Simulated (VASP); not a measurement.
The system is Ge2Sb2Te5.

```
CELL_PARAMETERS angstrom
4.29406 0.00000 0.00000
-2.14703 3.71877 0.00000
0.00000 0.00000 17.10135
ATOMIC_POSITIONS crystal
Te 0.66667 0.33333 0.41989
Te 0.33333 0.66667 0.58011
Te 0.33333 0.66667 0.20154
Te 0.66667 0.33333 0.79846
Te 0.00000 0.00000 0.00000
Sb 0.00000 0.00000 0.32007
Sb 0.00000 0.00000 0.67993
Ge 0.66667 0.33333 0.10290
Ge 0.33333 0.66667 0.89711
```

| Property | Result |
| --- | --- |
| Program | VASP 6.6.1 |
| Task | relaxation of cell and atoms |
| Functional | revPBE |
| Dispersion | D3(BJ) |
| Potentials or basis | VASP PAW PBE potentials, release 64 (Te, Sb, Ge_d) |
| Cutoff | 600 eV |
| k mesh | 7 × 7 × 2 |
| Occupations | fermi-dirac, width 0.05 eV |
| Spin | no spin polarisation |

At the start: pressure -2.0 GPa; volume 30.34 Å³/atom.

Q: Where does the relaxation end?

A: Over 13 steps the energy falls by 18.0 meV/atom and the volume is 28.27 Å³/atom (-6.8 %); space group P-3m1 (No. 164, to 0.1 Å) before and after.

The path:
```
step  energy change (eV)  largest force (eV/Å)  pressure (GPa)  volume (Å³)
   1              0.0000                0.2149           -1.97       273.09
   2             -0.1291                0.3284           -0.30       258.58
   3             -0.1303                0.3605           -0.06       257.44
   4             -0.1464                0.2172            0.08       255.76
   5             -0.1517                0.1658            0.23       254.16
   6             -0.1571                0.1010           -0.16       255.52
   7             -0.1574                0.1013           -0.29       255.99
   8             -0.1610                0.0475           -0.10       255.03
   9             -0.1613                0.0394           -0.03       254.63
  10             -0.1616                0.0221            0.02       254.42
  11             -0.1616                0.0125            0.06       254.30
  12             -0.1616                0.0154           -0.06       254.66
  13             -0.1617                0.0064            0.01       254.44
```

Final structure:
```
Te Sb Ge
1.0
     4.19615    0.00000    0.00000
    -2.09807    3.63397    0.00000
     0.00000    0.00000   16.68612
Te Sb Ge
5 2 2
Direct
  0.66667 0.33333 0.42307
  0.33333 0.66667 0.57693
  0.33333 0.66667 0.19977
  0.66667 0.33333 0.80023
  0.00000 0.00000 0.00000
  0.00000 0.00000 0.31902
  0.00000 0.00000 0.68098
  0.66667 0.33333 0.10106
  0.33333 0.66667 0.89894
```

Caveat: the PAW data sets were made with another functional, which shifts forces and pressure a little.
